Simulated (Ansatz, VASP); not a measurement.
# Al32Ga in VASP and in Ansatz

```
Al Ga
1.0
     8.10000    0.00000    0.00000
     0.00000    8.10000    0.00000
     0.00000    0.00000    8.10000
Al Ga
32 1
Cartesian
  4.0514 -0.1053 0.0027
  5.6373 2.0243 0.0024
  6.0572 -0.0198 2.0467
  0.0012 -0.4401 0.0024
  2.4657 2.0243 0.0024
  4.0514 4.1538 0.0027
  5.9717 6.0742 0.0028
  2.0454 -0.0199 2.0468
  4.0513 2.0242 2.1321
  6.0572 4.0683 2.0468
  4.0513 -0.0237 4.0525
  5.9717 2.0242 4.0528
  6.0571 -0.0201 6.0584
  0.0012 4.4883 0.0024
  2.1308 6.0742 0.0026
  0.0013 2.0242 2.4675
  2.0454 4.0683 2.0467
  4.0513 6.0742 2.0505
  0.0013 -0.1053 4.0528
  2.1308 2.0242 4.0528
  4.0513 4.0721 4.0525
  6.0534 6.0742 4.0525
  2.0455 -0.0199 6.0585
  4.0514 2.0241 5.9730
  6.0570 4.0686 6.0583
  0.0013 6.0742 2.1321
  0.0014 4.1538 4.0528
  2.0492 6.0742 4.0525
  0.0012 2.0243 5.6391
  2.0456 4.0684 6.0584
  4.0513 6.0743 6.0547
  0.0014 6.0741 5.9730
  0.0016 2.0240 0.0035
```

Alike in both runs: functional LDA; k mesh 2 × 2 × 2; occupations gaussian, width 0.05 eV; no spin polarisation.

Ansatz relaxed the structure, and its values are those at the end. VASP's run is a single point on that final structure, the one shown.

|  | VASP | Ansatz |
| --- | --- | --- |
| version | VASP 6.6.1 | Ansatz 0.2.0 |
| potentials or method | VASP PAW LDA potentials, release 64 (Al, Ga_d), cutoff 520 eV | scalar-relativistic, plane waves, PAW |
| valence electrons in the cell | 109 | 109 |

```csv
,VASP,Ansatz,Ansatz less VASP
rms of the force components (eV/Å),0.005,0.004,-0.0008
```

Ansatz warns that its potentials were made for another functional, while VASP's fit it. LDA's correlation is that of Perdew and Zunger in VASP and of Perdew and Wang (1992) in Ansatz.

The k mesh is coarse, so the values compare programs but aren't converged.
